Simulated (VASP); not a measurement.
## Pt: single point with PBE+D3(BJ)

The system is Pt.

```xyz
1
Lattice="0.0000 1.9642 1.9642 1.9642 0.0000 1.9642 1.9642 1.9642 0.0000" Properties=species:S:1:pos:R:3 pbc="T T T"
Pt    0.0000    0.0000    0.0000
```

```json
{
  "Program": "VASP 6.6.1",
  "Task": "single point",
  "Functional": "PBE",
  "Dispersion": "D3(BJ)",
  "Potentials or basis": "VASP PAW PBE potentials, release 64 (Pt)",
  "Cutoff": "520 eV",
  "k mesh": "18 × 18 × 18",
  "Occupations": "gaussian, width 0.1 eV",
  "Spin": "no spin polarisation"
}
```

The pressure is -0.5 GPa. The band gap on the k mesh is zero (band 5 reaches 11.66 eV, above the bottom of band 6 at 9.44 eV). The dispersion energy per atom is -0.775 eV.

Levels at points of the mesh, in eV from the Fermi level:
```csv
k point,band 2,band 3,band 4,band 5,band 6,band 7,band 8,band 9
"(0.00, 0.00, 0.00)",-3.76,-3.76,-3.76,-1.62,-1.62,14.65,19.59,19.59
"(0.50, 0.00, 0.00)",-3.83,-3.83,-0.45,0.04,0.04,5.80,14.22,18.95
"(0.50, 0.50, 0.00)",-6.57,0.00,0.48,0.48,1.79,8.83,11.38,11.38
```

Wall time 12 s on 1 thread of Intel(R) Xeon(R) 6975P-C (Granite Rapids) (shared host), peak memory 0.17 GiB.

Caveat: spin-orbit coupling is left out, which moves the levels of the heavy elements; pairwise dispersion overbinds metals, which lowers pressure and volume.
